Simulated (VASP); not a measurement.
Wanted: the native input for a VASP 6.6.1 run.

```yaml
Task: single point
Functional: r2SCAN
Potentials_or_basis: VASP PAW PBE potentials, release 64 (Ni)
Cutoff: 520 eV
k_mesh: 12 × 12 × 12
Occupations: gaussian, width 0.15 eV
Spin: collinear spin, ferromagnetic start
Starting_moments: "[0.76, 0.76] μB"
Dipole_correction: no
Further_INCAR_settings: ALGO = Normal; EDIFF = 1e-06; NBANDS = 21
```

The system is Ni.

```
Ni
1.0
     0.00000   -2.76608    0.00000
    -2.76608    0.00000    0.00000
     0.00000    0.00000   -2.76608
Ni
2
Direct
  0.50000 0.50000 0.50000
  0.00000 0.00000 0.00000
```

One way to write it, as run:

POSCAR

```
Ni
1.0
    0.0000000000     -2.7660763470      0.0000000000
   -2.7660763470      0.0000000000      0.0000000000
    0.0000000000      0.0000000000     -2.7660763470
Ni
2
Direct
    0.5000000000      0.5000000000      0.5000000000
    0.0000000000      0.0000000000      0.0000000000
```

INCAR.step1

```
SYSTEM = Ni
ALGO = Normal
EDIFF = 1E-4
ENCUT = 520
GGA = PE
ISMEAR = 0
ISPIN = 2
LASPH = .True.
LCHARG = .False.
LMAXMIX = 4
LREAL = .False.
LWAVE = .True.
MAGMOM = 0.76 0.76
NBANDS = 21
NELM = 150
PREC = Accurate
SIGMA = 0.15
```

INCAR.step2

```
SYSTEM = Ni
ALGO = Normal
EDIFF = 1E-6
ENCUT = 520
ISIF = 2
ISMEAR = 0
ISPIN = 2
ISTART = 1
LASPH = .True.
LCHARG = .False.
LMAXMIX = 4
LMIXTAU = .True.
LORBIT = 11
LREAL = .False.
LWAVE = .False.
MAGMOM = 0.76 0.76
METAGGA = R2SCAN
NBANDS = 21
NELM = 150
PREC = Accurate
SIGMA = 0.15
```

KPOINTS

```
k-points
0
Gamma
  12 12 12
  0 0 0
```

Potentials or basis: VASP PAW PBE potentials, release 64 (Ni).

Run with:

```sh
$ cat potpaw_PBE.64/Ni/POTCAR > POTCAR
$ cp INCAR.step1 INCAR
$ mpirun -np 1 vasp_std > vasp.out
$ cp INCAR.step2 INCAR
$ mpirun -np 1 vasp_std > vasp.out
```

Results of the run:

```
Pressure                                              : 0.3 GPa
Net moment                                            : 1.21 μB per cell
Site moments                                          : Ni +0.62 μB
Valence electrons inside the program's atomic spheres : Ni 9.40
```

Caveat: the PAW data sets were made with another functional, which shifts forces and pressure a little.

Run time: 86 s on 1 thread of Intel(R) Xeon(R) 6975P-C (Granite Rapids) (shared host), peak memory 0.19 GiB.
